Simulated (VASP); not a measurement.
# Ti (P6/mmm) in VASP: a series of runs

Ti is run at these levels: PBEsol; tasks: single point.

Everything below comes from runs of VASP 6.6.1. Logs are shortened: lines on timing, memory, paths and dates and some standing lists are left out, and cuts for length are marked.

## (1) The cell of the first run

Symmetry: P6/mmm, No. 191, hexagonal system. Conventional cell: a = 4.661 Å, b = 4.661 Å, c = 2.857 Å, α = 90.00°, β = 90.00°, γ = 120.00°. Within 3.8 Å of Ti (site symmetry 6/mmm) lie 14 Ti at 2.86 to 3.05 Å. Ti (site symmetry -6m2) has 11 Ti at 2.69 to 3.05 Å within 3.5 Å.

## (2) Single point, PBEsol

Contents of INCAR:

```
  ALGO = Normal
  EDIFF = 1E-6
  ENCUT = 520
  GGA = PS
  ISIF = 2
  ISMEAR = 0
  LASPH = T
  LCHARG = F
  LREAL = F
  LWAVE = F
  NBANDS = 25
  NELM = 60
  PREC = Accurate
  SIGMA = 0.15
```

Contents of KPOINTS:

```
k-points
0
Gamma
  7 7 10
```

Contents of POSCAR:

```
Ti
1.0
    4.6605332576      0.0000000000      0.0000000000
   -2.3302666288      4.0361403407      0.0000000000
    0.0000000000      0.0000000000      2.8571095188
Ti
3
Direct
    0.0000000000      0.0000000000      0.0000000000
    0.3333333333      0.6666666667      0.5000000000
    0.6666666667      0.3333333333      0.5000000000
```

Potentials or basis: VASP PAW PBE potentials, release 64 (Ti_sv).

Launch:

```console
$ cat potpaw_PBE.64/Ti_sv/POTCAR > POTCAR
$ mpirun -np 1 vasp_std > vasp.out
```

OUTCAR:

```text
EDIFF = 1E-6
   ENCUT = 520
   GGA = PS
   ISIF = 2
   ISMEAR = 0
   LASPH = T
   LREAL = F
   NELM = 60
   PREC = Accurate

 ion  position               nearest neighbor table
   1  0.000  0.000  0.000-
   2  0.333  0.667  0.500-   3 2.69   3 2.69   3 2.69
   3  0.667  0.333  0.500-   2 2.69   2 2.69   2 2.69

  LATTYP: Found a hexagonal cell.
 ALAT       =     4.6605332576
 C/A-ratio  =     0.6130434783

  Lattice vectors:

 A1 = (   4.6605332576,   0.0000000000,   0.0000000000)
 A2 = (  -2.3302666288,   4.0361403407,   0.0000000000)
 A3 = (   0.0000000000,   0.0000000000,   2.8571095188)

Analysis of symmetry for initial positions (statically):
=====================================================================
 Subroutine PRICEL returns:
 Original cell was already a primitive cell.

 Routine SETGRP: Setting up the symmetry group for a
 hexagonal supercell.

 Subroutine GETGRP returns: Found 24 space group operations
 (whereof 24 operations were pure point group operations)
 out of a pool of 24 trial point group operations.

The static configuration has the point symmetry D_6h.

Analysis of symmetry for dynamics (positions and initial velocities):
=====================================================================
 Subroutine PRICEL returns:
 Original cell was already a primitive cell.

 Routine SETGRP: Setting up the symmetry group for a
 hexagonal supercell.

 Subroutine GETGRP returns: Found 24 space group operations
 (whereof 24 operations were pure point group operations)
 out of a pool of 24 trial point group operations.

The dynamic configuration has the point symmetry D_6h.

 Subroutine INISYM returns: Found 24 space group operations
 (whereof 24 operations are pure point group operations),
 and found     1 'primitive' translations

----------------------------------------------------------------------------------------

                                     Primitive cell

  volume of cell :      53.7438

  direct lattice vectors                    reciprocal lattice vectors
     4.660533258  0.000000000  0.000000000     0.214567721  0.123880727  0.000000000
    -2.330266629  4.036140341  0.000000000     0.000000000  0.247761454  0.000000000
     0.000000000  0.000000000  2.857109519     0.000000000  0.000000000  0.350004084

  length of vectors
     4.660533258  4.660533383  2.857109519     0.247761461  0.247761454  0.350004084

  position of ions in fractional coordinates (direct lattice)
     0.000000000  0.000000000  0.000000000
     0.333333333  0.666666667  0.500000000
     0.666666667  0.333333333  0.500000000

  ion indices of the primitive-cell ions
   primitive index   ion index
                 1           1
                 2           2
                 3           3

----------------------------------------------------------------------------------------

 KPOINTS: k-points

Automatic generation of k-mesh.
 Grid dimensions read from file:
 generate k-points for:    7    7   10

 Generating k-lattice:

  Cartesian coordinates                     Fractional coordinates (reciprocal lattice)
     0.030652532  0.017697247  0.000000000     0.142857143 -0.000000000  0.000000000
     0.000000000  0.035394493  0.000000000     0.000000000  0.142857143  0.000000000
     0.000000000  0.000000000  0.035000408     0.000000000  0.000000000  0.100000000

  Length of vectors
     0.035394494  0.035394493  0.035000408

  Shift w.r.t. Gamma in fractional coordinates (k-lattice)
     0.000000000  0.000000000  0.000000000

 Subroutine IBZKPT returns following result:
 ===========================================

 Found     48 irreducible k-points:

 Following reciprocal coordinates:
            Coordinates               Weight
  0.000000  0.000000  0.000000      1.000000
  0.142857 -0.000000  0.000000      6.000000
  0.285714 -0.000000  0.000000      6.000000
  0.428571 -0.000000  0.000000      6.000000
  0.142857  0.142857  0.000000      6.000000
  0.285714  0.142857  0.000000     12.000000
[... 16 lines left out ...]
  0.428571  0.142857  0.200000     12.000000
  0.285714  0.285714  0.200000     12.000000
 [... further k-points ...]
   k-points           NKPTS =     48   k-points in BZ     NKDIM =     48   number of bands    NBANDS=     25
   number of dos      NEDOS =    301   number of ions     NIONS =      3
   total plane-waves  NPLWV =  31104
   dimension x,y,z NGX =    36 NGY =   36 NGZ =   24
   dimension x,y,z NGXF=    72 NGYF=   72 NGZF=   48
   ions per type =               3
   NGX,Y,Z   is equivalent  to a cutoff of  12.84, 12.84, 13.96 a.u.
   NGXF,Y,Z  is equivalent  to a cutoff of  25.68, 25.68, 27.93 a.u.
 SYSTEM =  unknown system
   PREC   = accura    normal or accurate (medium, high low for compatibility)
   ISTART =      0    job   : 0-new  1-cont  2-samecut
   ICHARG =      2    charge: 1-file 2-atom 10-const
   ISPIN  =      1    spin polarized calculation?
   LNONCOLLINEAR =      F non collinear calculations
   LSORBIT =      F    spin-orbit coupling
   LASPH  =      T    aspherical Exc in radial PAW
   ENCUT  =  520.0 eV  38.22 Ry    6.18 a.u.   8.67  8.67  5.31*2*pi/ulx,y,z
   NELM   =     60;   NELMIN=  2; NELMDL= -5     # of ELM steps
   EDIFF  = 0.1E-05   stopping-criterion for ELM
   LREAL  =      F    real-space projection
   EDIFFG = 0.1E-04   stopping-criterion for IOM
   NSW    =      0    number of steps for IOM
   IBRION =     -1    ionic relax: 0-MD 1-quasi-New 2-CG
   NFREE  =      0    steps in history (QN), initial steepest desc. (CG)
   ISIF   =      2    stress and relaxation
   ISYM   =      2    0-nonsym 1-usesym 2-fastsym
   POTIM  = 0.5000    time-step for ionic-motion
   TEBEG  =    0.0;   TEEND  =   0.0 temperature during run
   PSTRESS=    0.0 pullay stress
   NELECT =      36.0000    total number of electrons
   NUPDOWN=      -1.0000    fix difference up-down
   EMIN   =  10.00;   EMAX   =-10.00  energy-range for DOS
   EFERMI =   0.00;   METHOD = LEGACY
   ISMEAR =     0;   SIGMA  =   0.15  broadening in eV -4-tet -1-fermi 0-gaus
   EFERMI_NEDOS =   21; number of points for ismear=-14 and -15
   IALGO  =     38    algorithm
   IMIX   =      4    mixing-type and parameters
     AMIX     =   0.40;   BMIX     =  1.00
     AMIX_MAG =   1.60;   BMIX_MAG =  1.00
  volume/ion in A,a.u.               =      17.91       120.89
  Fermi-wavevector in a.u.,A,eV,Ry     =   1.432406  2.706855 27.916249  2.051786
  Thomas-Fermi vector in A             =   2.552037
   LORBIT       =      0    0 simple, 1 ext, 2 COOP (PROOUT), +10 PAW based schemes
   GGA     = PS    functional components
   LHFCALC =     F    Hartree Fock is set to
   AEXX    =    0.0000 exact exchange contribution
   IVDW    =     0    specifies the selected vdW correction
   LEPSILON=     F    determine dielectric tensor
   LRPA    =     F    only Hartree local field effects (RPA)
 non-spin polarized calculation
 Gauss-broadening in eV      SIGMA  =   0.15
  energy-cutoff  :      520.00
  volume of cell :       53.74
 maximum number of plane-waves:      1463
 NGX is ok and might be reduce to    36
   NGX = 17   NGY = 17   NGZ = 11

 number of electron      35.9999999 magnetization

 Free energy of the ion-electron system (eV)
  ---------------------------------------------------
  ext. energy  EPLUGINS =         0.00000000
  ---------------------------------------------------
  free energy    TOTEN  =       -24.94540231 eV

  energy without entropy =      -24.91374464  energy(sigma->0) =      -24.92957347

 E-fermi :   7.7583     XC(G=0): -11.4872

 val. band max:        7.7570628977   @ k =   0.2857   0.1429   0.0000
 cond. band min:       7.7776326164   @ k =   0.4286   0.1429   0.3000
 fundamental gap:      0.0205697187
 Fermi energy:         7.7582559969

 k-point     1 :       0.0000    0.0000    0.0000
  band No.  band energies     occupation
      1     -48.9586      2.00000
      2     -48.7009      2.00000
      3     -48.5624      2.00000
      4     -25.3599      2.00000
      5     -25.3599      2.00000
      6     -25.2246      2.00000
[... 17 lines left out ...]
     24       9.5760      0.00000
     25       9.6450      0.00000

 k-point     2 :       0.1429   -0.0000    0.0000
  band No.  band energies     occupation
      1     -48.9569      2.00000
      2     -48.6963      2.00000
      3     -48.5690      2.00000
      4     -25.3948      2.00000
      5     -25.3820      2.00000
      6     -25.1895      2.00000
[... 17 lines left out ...]
     24       9.3175      0.00000
     25       9.9992      0.00000

 k-point     3 :       0.2857   -0.0000    0.0000
  band No.  band energies     occupation
      1     -48.9530      2.00000
      2     -48.6829      2.00000
      3     -48.5867      2.00000
      4     -25.4464      2.00000
      5     -25.3820      2.00000
      6     -25.1371      2.00000
[... 17 lines left out ...]
     24       9.5681      0.00000
     25      10.4370      0.00000

 k-point     4 :       0.4286   -0.0000    0.0000
  band No.  band energies     occupation
      1     -48.9501      2.00000
      2     -48.6657      2.00000
      3     -48.6072      2.00000
      4     -25.4776      2.00000
      5     -25.3466      2.00000
      6     -25.1069      2.00000
[... 17 lines left out ...]
     24       9.9615      0.00000
     25      10.1039      0.00000
[... 477 lines left out ...]
 k-point    22 :       0.2857    0.1429    0.2000
  band No.  band energies     occupation
      1     -48.9334      2.00000
      2     -48.6533      2.00000
      3     -48.5851      2.00000
      4     -25.4012      2.00000
      5     -25.3604      2.00000
      6     -25.2066      2.00000
[... 17 lines left out ...]
     24       9.8127      0.00000
     25      10.1108      0.00000

 k-point    23 :       0.4286    0.1429    0.2000
  band No.  band energies     occupation
      1     -48.9324      2.00000
      2     -48.6396      2.00000
      3     -48.5998      2.00000
      4     -25.4111      2.00000
      5     -25.3386      2.00000
      6     -25.2363      2.00000
[... 17 lines left out ...]
     24       9.9610      0.00000
     25      10.2862      0.00000

 k-point    24 :       0.2857    0.2857    0.2000
  band No.  band energies     occupation
      1     -48.9323      2.00000
      2     -48.6333      2.00000
      3     -48.6063      2.00000
      4     -25.3659      2.00000
      5     -25.3625      2.00000
      6     -25.2787      2.00000
[... 17 lines left out ...]
     24      10.1357      0.00000
     25      10.2175      0.00000

 [... further k-points ...]
[... 5 lines left out ...]
  --------------------------------------------------------------------------------------
  -------------------------------------------------------------------------------------
  Total       -3.1363391     -3.1363393     -2.6073231      0.0000000      0.0000000     -0.0000000
  in kB      -93.4985409    -93.4985476    -77.7278541      0.0000000      0.0000000     -0.0000000
  external PRESSURE =     -88.2416475 kB  Pullay stress =       0.0000000 kB

 VOLUME and BASIS-vectors are now :
 -----------------------------------------------------------------------------
  energy-cutoff  :      520.00
  volume of cell :       53.74
      direct lattice vectors                 reciprocal lattice vectors
     4.660533258  0.000000000  0.000000000     0.214567721  0.123880727  0.000000000
    -2.330266629  4.036140341  0.000000000     0.000000000  0.247761454  0.000000000
     0.000000000  0.000000000  2.857109519     0.000000000  0.000000000  0.350004084

 POSITION                                       TOTAL-FORCE (eV/Angst)
 -----------------------------------------------------------------------------------
      0.00000      0.00000      0.00000        -0.000000     -0.000000      0.000000
     -0.00000      2.69076      1.42855         0.000000      0.000000     -0.000000
      2.33027      1.34538      1.42855        -0.000000     -0.000000      0.000000
 -----------------------------------------------------------------------------------
    total drift:                                0.000000      0.000000     -0.000000

  FREE ENERGIE OF THE ION-ELECTRON SYSTEM (eV)
  ---------------------------------------------------
  free  energy   TOTEN  =       -24.9454023126 eV

  energy  without entropy=      -24.9137446355  energy(sigma->0) =      -24.92957347
```

Wall time 61 s (1 thread of Intel Xeon 6975P-C (Granite Rapids), shared host); peak memory 0.19 GiB.

Results:

```
Free energy            : -24.9454 eV
Pressure               : -8.8 GPa
Band gap on the k mesh : zero (band 18 reaches 7.92 eV, above the bottom of band 19 at 7.68 eV)
```

Caveat: the PAW data sets were made with another functional, which shifts forces and pressure a little.

[end of part 1 of 2]
